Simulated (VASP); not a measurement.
# Ta4O (P4/mmm) in VASP: a series of runs

Ta4O is run at these levels: PBE; tasks: single point.

All numbers are computed with VASP 6.6.1; they aren't measurements. Logs are shortened: lines on timing, memory, paths and dates and some standing lists are left out, and cuts for length are marked.

### 1 The cell of the first run

Symmetry: P4/mmm, No. 123, tetragonal system. Conventional cell: a = 3.255 Å, b = 3.255 Å, c = 6.656 Å, α = 90.00°, β = 90.00°, γ = 90.00°. Within 3.0 Å of Ta (site symmetry 4/mmm) lie 4 O at 2.30 Å and 8 Ta at 2.97 Å. Ta (site symmetry 4mm) has 1 O at 1.88 Å within 2.5 Å. Ta (site symmetry 4/mmm) has 14 Ta at 2.72 to 3.33 Å within 3.6 Å. Within 2.5 Å of O (site symmetry 4/mmm) lie 6 Ta at 1.88 to 2.30 Å.

### 2 Single point, PBE (strain -0.1000 x Voigt [0, 0, 1, 0, 0, 0])

The input, INCAR:

```
  ALGO = Normal
  EDIFF = 1E-7
  ENCUT = 520
  GGA = PE
  ISIF = 2
  ISMEAR = 0
  LASPH = True
  LCHARG = False
  LREAL = False
  LWAVE = False
  NBANDS = 33
  NELM = 60
  PREC = Accurate
  SIGMA = 0.15
```

The input, KPOINTS:

```
k-points
0
Gamma
  14 14 8
```

The input, POSCAR:

```
Ta4O
1.0
    3.2547070451      0.0000000000      0.0000000000
    0.0000000000      3.2547070451      0.0000000000
    0.0000000000      0.0000000000      6.6558479944
Ta O
4 1
Direct
    0.0000000000      0.0000000000      0.5000000000
    0.5000000000      0.5000000000      0.7829127297
    0.5000000000      0.5000000000      0.2170872703
    0.0000000000      0.0000000000      0.0000000000
    0.5000000000      0.5000000000      0.5000000000
```

Potentials or basis: VASP PAW PBE potentials, release 64 (Ta_pv, O).

Started as:

```sh
cat potpaw_PBE.64/Ta_pv/POTCAR potpaw_PBE.64/O/POTCAR > POTCAR
mpirun -np 1 vasp_std > vasp.out
```

OUTCAR:

```text
EDIFF = 1E-7
   ENCUT = 520
   GGA = PE
   ISIF = 2
   ISMEAR = 0
   LASPH = True
   LREAL = False
   NELM = 60
   PREC = Accurate

 ion  position               nearest neighbor table
   1  0.000  0.000  0.500-   5 2.30   5 2.30   5 2.30   5 2.30   3 2.97   3 2.97   2 2.97   3 2.97
                             2 2.97   2 2.97   3 2.97   2 2.97   4 3.33   4 3.33
   2  0.500  0.500  0.783-   5 1.88   4 2.72   4 2.72   4 2.72   4 2.72   3 2.89   1 2.97   1 2.97
                             1 2.97   1 2.97
   3  0.500  0.500  0.217-   5 1.88   4 2.72   4 2.72   4 2.72   4 2.72   2 2.89   1 2.97   1 2.97
                             1 2.97   1 2.97
   4  0.000  0.000  0.000-   2 2.72   3 2.72   2 2.72   3 2.72   2 2.72   3 2.72   2 2.72   3 2.72
                             1 3.33   1 3.33
   5  0.500  0.500  0.500-   2 1.88   3 1.88   1 2.30   1 2.30   1 2.30   1 2.30

  LATTYP: Found a simple tetragonal cell.
 ALAT       =     3.2547070451
 C/A-ratio  =     2.0449914239

  Lattice vectors:

 A1 = (   3.2547070451,   0.0000000000,   0.0000000000)
 A2 = (   0.0000000000,   3.2547070451,   0.0000000000)
 A3 = (   0.0000000000,   0.0000000000,   6.6558479944)

Analysis of symmetry for initial positions (statically):
=====================================================================
 Subroutine PRICEL returns:
 Original cell was already a primitive cell.

 Routine SETGRP: Setting up the symmetry group for a
 simple tetragonal supercell.

 Subroutine GETGRP returns: Found 16 space group operations
 (whereof 16 operations were pure point group operations)
 out of a pool of 16 trial point group operations.

The static configuration has the point symmetry D_4h.

Analysis of symmetry for dynamics (positions and initial velocities):
=====================================================================
 Subroutine PRICEL returns:
 Original cell was already a primitive cell.

 Routine SETGRP: Setting up the symmetry group for a
 simple tetragonal supercell.

 Subroutine GETGRP returns: Found 16 space group operations
 (whereof 16 operations were pure point group operations)
 out of a pool of 16 trial point group operations.

The dynamic configuration has the point symmetry D_4h.

 Subroutine INISYM returns: Found 16 space group operations
 (whereof 16 operations are pure point group operations),
 and found     1 'primitive' translations

----------------------------------------------------------------------------------------

                                     Primitive cell

  volume of cell :      70.5062

  direct lattice vectors                    reciprocal lattice vectors
     3.254707045  0.000000000  0.000000000     0.307247315  0.000000000  0.000000000
     0.000000000  3.254707045  0.000000000     0.000000000  0.307247315  0.000000000
     0.000000000  0.000000000  6.655847994     0.000000000  0.000000000  0.150243816

  length of vectors
     3.254707045  3.254707045  6.655847994     0.307247315  0.307247315  0.150243816

  position of ions in fractional coordinates (direct lattice)
     0.000000000  0.000000000  0.500000000
     0.500000000  0.500000000  0.782912730
     0.500000000  0.500000000  0.217087270
     0.000000000  0.000000000  0.000000000
     0.500000000  0.500000000  0.500000000

  ion indices of the primitive-cell ions
   primitive index   ion index
                 1           1
                 2           2
                 3           3
                 4           4
                 5           5

----------------------------------------------------------------------------------------

 KPOINTS: k-points

Automatic generation of k-mesh.
 Grid dimensions read from file:
 generate k-points for:   14   14    8

 Generating k-lattice:

  Cartesian coordinates                     Fractional coordinates (reciprocal lattice)
     0.021946237  0.000000000  0.000000000     0.071428571  0.000000000  0.000000000
     0.000000000  0.021946237  0.000000000     0.000000000  0.071428571  0.000000000
     0.000000000  0.000000000  0.018780477     0.000000000  0.000000000  0.125000000

  Length of vectors
     0.021946237  0.021946237  0.018780477

  Shift w.r.t. Gamma in fractional coordinates (k-lattice)
     0.000000000  0.000000000  0.000000000

 Subroutine IBZKPT returns following result:
 ===========================================

 Found    180 irreducible k-points:

 Following reciprocal coordinates:
            Coordinates               Weight
  0.000000  0.000000  0.000000      1.000000
  0.071429  0.000000  0.000000      4.000000
  0.142857  0.000000  0.000000      4.000000
  0.214286  0.000000  0.000000      4.000000
  0.285714  0.000000  0.000000      4.000000
  0.357143  0.000000  0.000000      4.000000
[... 16 lines left out ...]
  0.285714  0.214286  0.000000      8.000000
  0.357143  0.214286  0.000000      8.000000
 [... further k-points ...]
   k-points           NKPTS =    180   k-points in BZ     NKDIM =    180   number of bands    NBANDS=     33
   number of dos      NEDOS =    301   number of ions     NIONS =      5
   total plane-waves  NPLWV =  28800
   dimension x,y,z NGX =    24 NGY =   24 NGZ =   50
   dimension x,y,z NGXF=    48 NGYF=   48 NGZF=  100
   ions per type =               4   1
   NGX,Y,Z   is equivalent  to a cutoff of  12.26, 12.26, 12.49 a.u.
   NGXF,Y,Z  is equivalent  to a cutoff of  24.52, 24.52, 24.98 a.u.
 SYSTEM =  unknown system
   PREC   = accura    normal or accurate (medium, high low for compatibility)
   ISTART =      0    job   : 0-new  1-cont  2-samecut
   ICHARG =      2    charge: 1-file 2-atom 10-const
   ISPIN  =      1    spin polarized calculation?
   LNONCOLLINEAR =      F non collinear calculations
   LSORBIT =      F    spin-orbit coupling
   LASPH  =      T    aspherical Exc in radial PAW
   ENCUT  =  520.0 eV  38.22 Ry    6.18 a.u.   6.05  6.05 12.38*2*pi/ulx,y,z
   NELM   =     60;   NELMIN=  2; NELMDL= -5     # of ELM steps
   EDIFF  = 0.1E-06   stopping-criterion for ELM
   LREAL  =      F    real-space projection
   EDIFFG = 0.1E-05   stopping-criterion for IOM
   NSW    =      0    number of steps for IOM
   IBRION =     -1    ionic relax: 0-MD 1-quasi-New 2-CG
   NFREE  =      0    steps in history (QN), initial steepest desc. (CG)
   ISIF   =      2    stress and relaxation
   ISYM   =      2    0-nonsym 1-usesym 2-fastsym
   POTIM  = 0.5000    time-step for ionic-motion
   TEBEG  =    0.0;   TEEND  =   0.0 temperature during run
   PSTRESS=    0.0 pullay stress
   NELECT =      50.0000    total number of electrons
   NUPDOWN=      -1.0000    fix difference up-down
   EMIN   =  10.00;   EMAX   =-10.00  energy-range for DOS
   EFERMI =   0.00;   METHOD = LEGACY
   ISMEAR =     0;   SIGMA  =   0.15  broadening in eV -4-tet -1-fermi 0-gaus
   EFERMI_NEDOS =   21; number of points for ismear=-14 and -15
   IALGO  =     38    algorithm
   IMIX   =      4    mixing-type and parameters
     AMIX     =   0.40;   BMIX     =  1.00
     AMIX_MAG =   1.60;   BMIX_MAG =  1.00
  volume/ion in A,a.u.               =      14.10        95.16
  Fermi-wavevector in a.u.,A,eV,Ry     =   1.459898  2.758807 28.998116  2.131301
  Thomas-Fermi vector in A             =   2.576411
   LORBIT       =      0    0 simple, 1 ext, 2 COOP (PROOUT), +10 PAW based schemes
   GGA     = PE    functional components
   LHFCALC =     F    Hartree Fock is set to
   AEXX    =    0.0000 exact exchange contribution
   IVDW    =     0    specifies the selected vdW correction
   LEPSILON=     F    determine dielectric tensor
   LRPA    =     F    only Hartree local field effects (RPA)
 non-spin polarized calculation
 Gauss-broadening in eV      SIGMA  =   0.15
  energy-cutoff  :      520.00
  volume of cell :       70.51
 maximum number of plane-waves:      1928
   NGX = 13   NGY = 13   NGZ = 25

 number of electron      50.0000002 magnetization

 Free energy of the ion-electron system (eV)
  ---------------------------------------------------
  ext. energy  EPLUGINS =         0.00000000
  ---------------------------------------------------
  free energy    TOTEN  =       -53.58776986 eV

  energy without entropy =      -53.56219343  energy(sigma->0) =      -53.57498165

 E-fermi :   7.3370     XC(G=0): -13.1709

 val. band max:        7.3315826114   @ k =   0.5000   0.5000   0.5000
 cond. band min:       7.3385516828   @ k =   0.4286   0.2857   0.0000
 fundamental gap:      0.0069690713
 Fermi energy:         7.3370320034

 k-point     1 :       0.0000    0.0000    0.0000
  band No.  band energies     occupation
      1     -28.0805      2.00000
      2     -28.0805      2.00000
      3     -27.6522      2.00000
      4     -27.4892      2.00000
      5     -26.9345      2.00000
      6     -26.7500      2.00000
[... 25 lines left out ...]
     32      10.0566      0.00000
     33      10.1899      0.00000

 k-point     2 :       0.0714    0.0000    0.0000
  band No.  band energies     occupation
      1     -28.1135      2.00000
      2     -28.0774      2.00000
      3     -27.6492      2.00000
      4     -27.4823      2.00000
      5     -26.9452      2.00000
      6     -26.7458      2.00000
[... 25 lines left out ...]
     32      10.3501      0.00000
     33      10.6118      0.00000

 k-point     3 :       0.1429    0.0000    0.0000
  band No.  band energies     occupation
      1     -28.1985      2.00000
      2     -28.0686      2.00000
      3     -27.6422      2.00000
      4     -27.4687      2.00000
      5     -26.9726      2.00000
      6     -26.7366      2.00000
[... 25 lines left out ...]
     32      10.8012      0.00000
     33      11.3479      0.00000

 k-point     4 :       0.2143    0.0000    0.0000
  band No.  band energies     occupation
      1     -28.3083      2.00000
      2     -28.0559      2.00000
      3     -27.6369      2.00000
      4     -27.4579      2.00000
      5     -27.0025      2.00000
      6     -26.7306      2.00000
[... 673 lines left out ...]
     32      10.2680      0.00000
     33      11.5665      0.00000

 k-point    23 :       0.2857    0.2143    0.0000
  band No.  band energies     occupation
      1     -28.3686      2.00000
      2     -28.1902      2.00000
      3     -27.6064      2.00000
      4     -27.4226      2.00000
      5     -26.9639      2.00000
      6     -26.9243      2.00000
[... 25 lines left out ...]
     32      10.6449      0.00000
     33      11.7636      0.00000

 k-point    24 :       0.3571    0.2143    0.0000
  band No.  band energies     occupation
      1     -28.4337      2.00000
      2     -28.1735      2.00000
      3     -27.6015      2.00000
      4     -27.4462      2.00000
      5     -26.9433      2.00000
      6     -26.9298      2.00000
[... 25 lines left out ...]
     32      11.1573      0.00000
     33      11.5927      0.00000

 [... further k-points ...]
[... 5 lines left out ...]
  --------------------------------------------------------------------------------------
  -------------------------------------------------------------------------------------
  Total        9.6355020      9.6355020     31.2458635      0.0000000      0.0000000      0.0000000
  in kB      218.9564403    218.9564403    710.0287117      0.0000000      0.0000000      0.0000000
  external PRESSURE =     382.6471974 kB  Pullay stress =       0.0000000 kB

 VOLUME and BASIS-vectors are now :
 -----------------------------------------------------------------------------
  energy-cutoff  :      520.00
  volume of cell :       70.51
      direct lattice vectors                 reciprocal lattice vectors
     3.254707045  0.000000000  0.000000000     0.307247315  0.000000000  0.000000000
     0.000000000  3.254707045  0.000000000     0.000000000  0.307247315  0.000000000
     0.000000000  0.000000000  6.655847994     0.000000000  0.000000000  0.150243816

 POSITION                                       TOTAL-FORCE (eV/Angst)
 -----------------------------------------------------------------------------------
      0.00000      0.00000      3.32792        -0.000000     -0.000000      0.000000
      1.62735      1.62735      5.21095        -0.000000      0.000000      2.776504
      1.62735      1.62735      1.44490         0.000000     -0.000000     -2.776504
      0.00000      0.00000      0.00000        -0.000000     -0.000000      0.000000
      1.62735      1.62735      3.32792        -0.000000     -0.000000      0.000000
 -----------------------------------------------------------------------------------
    total drift:                                0.000000     -0.000000      0.000000

  FREE ENERGIE OF THE ION-ELECTRON SYSTEM (eV)
  ---------------------------------------------------
  free  energy   TOTEN  =       -53.5877698625 eV

  energy  without entropy=      -53.5621934294  energy(sigma->0) =      -53.57498165
```

Wall time 5.3 min (1 thread of Intel Xeon 6975P-C, shared host); peak memory 0.42 GiB.

Results:

| Quantity | Value |
| --- | --- |
| Free energy | -53.5878 eV |
| Pressure | 38.3 GPa |
| Largest force | 2.777 eV/Å |
| Band gap on the k mesh | zero (band 25 reaches 7.96 eV, above the bottom of band 26 at 6.88 eV) |

Forces in eV/Å, atoms in the order of the input:
```
Ta   0.000  0.000  0.000
Ta   0.000  0.000  2.777
Ta   0.000  0.000 -2.777
Ta   0.000  0.000  0.000
O    0.000  0.000  0.000
```

Stress tensor (GPa, compression positive):
```
21.90  0.00  0.00
 0.00 21.90  0.00
 0.00  0.00 71.00
```

Caveat: the cell differs from its parent crystal (strain -0.1000 x Voigt [0, 0, 1, 0, 0, 0]); spin-orbit coupling is left out, which moves the levels of the heavy elements; forces of over 1 eV/Å act on the atoms, so gaps and moduli don't describe the material at rest.

(Continued in part 2 of 2.)
